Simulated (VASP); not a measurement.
Here is a VASP 6.6.1 calculation.

INCAR

```
PREC     = Accurate       # precision mode
ENCUT    = 520            # plane-wave cutoff, eV
EDIFF    = 1E-7           # SCF threshold, eV
ISMEAR   = 0              # smearing method
SIGMA    = 0.1            # smearing width, eV
LREAL    = F              # projectors in reciprocal space
LASPH    = T              # aspherical terms in the spheres
NELM     = 60             # most SCF steps
ALGO     = Fast           # electronic algorithm
ISIF     = 2              # what is computed and relaxed
LWAVE    = F              # write WAVECAR
LCHARG   = F              # write CHGCAR
GGA      = PE             # functional
NBANDS   = 16             # bands
```

The input KPOINTS:

```
regular mesh
0
Gamma
  16 16 16
```

File POSCAR:

```
Al2Cu
1.0
   -2.0447501001      2.0447501001      2.8916747216
    2.0447501001     -2.0447501001      2.8916747216
    2.0447501001      2.0447501001     -2.8916747216
Al Cu
2 1
Direct
    0.7500000000      0.2500000000      0.5000000000
    0.2500000000      0.7500000000      0.5000000000
    0.5000000000      0.5000000000      0.0000000000
```

Potentials or basis: VASP PAW PBE potentials, release 64 (Al, Cu).

Run with:

```bash
$ cat potpaw_PBE.64/Al/POTCAR potpaw_PBE.64/Cu/POTCAR > POTCAR
$ mpirun -np 1 vasp_std > vasp.out
```

**Question.** What does it give for the band gap on the k mesh?

**Answer.** Zero (an odd number of electrons rules out a gap without spin polarisation).

**Question.** Estimate the pressure.

**Answer.** 0.1 GPa.
